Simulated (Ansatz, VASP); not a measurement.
## SrO: VASP beside Ansatz

The input INCAR:

```
SYSTEM = SrO
PREC = Accurate
ENCUT = 520
EDIFF = 1E-6
ISMEAR = 0
SIGMA = 0.05
LREAL = .False.
LASPH = .True.
NELM = 80
ALGO = Normal
ISIF = 2
LWAVE = .False.
LCHARG = .False.
GGA = PE
NBANDS = 15
```

File KPOINTS:

```
regular mesh
0
Gamma
  8 8 8
  0 0 0
```

File POSCAR:

```
SrO
1.0
    0.0000000000      2.6083470000      2.5312530000
    2.6083470000      0.0000000000      2.5312530000
    2.6083470000      2.6083470000      0.0000000000
Sr O
1 1
Direct
    0.0000000000      0.0000000000      0.0000000000
    0.5000000000      0.5000000000      0.5000000000
```

Input for Ansatz:

```yaml
crystal:
  lattice:
    - [0.0, 2.608347, 2.531253]
    - [2.608347, 0.0, 2.531253]
    - [2.608347, 2.608347, 0.0]
  atoms:
    - { symbol: Sr, position: [0.0, 0.0, 0.0] }
    - { symbol: O, position: [0.5, 0.5, 0.5] }
basis:
  ecutwfc: 420
kpoints:
  mp_grid: { grid: [8, 8, 8] }
hamiltonian:
  xc: pbe
scf:
  occupations: { method: gaussian, width: 0.05 }
output:
  forces: true
  stress: true
  eigenvalues: true
```

Change from the starting cell: strain +0.015 along x and y, -0.015 along z, atoms carried along.

Alike in both runs: task single point; functional PBE; k mesh 8 × 8 × 8; occupations gaussian, width 0.05 eV; no spin polarisation.

|  | VASP | Ansatz |
| --- | --- | --- |
| version | VASP 6.6.1 | Ansatz 0.2.0 |
| potentials or method | VASP PAW PBE potentials, release 64 (Sr_sv, O), cutoff 520 eV | scalar-relativistic, plane waves, PAW |
| valence electrons in the cell | 16 | 16 |

```tsv
	VASP	Ansatz	Ansatz less VASP
gap on the k mesh at the Fermi level (eV)	3.13	3.18	+0.049
least direct gap on the mesh (eV)	3.32	3.36	+0.038
pressure (GPa)	2.3	1.7	-0.56
traceless stress, the component that is largest in VASP (GPa)	2.80	2.65	-0.150
```
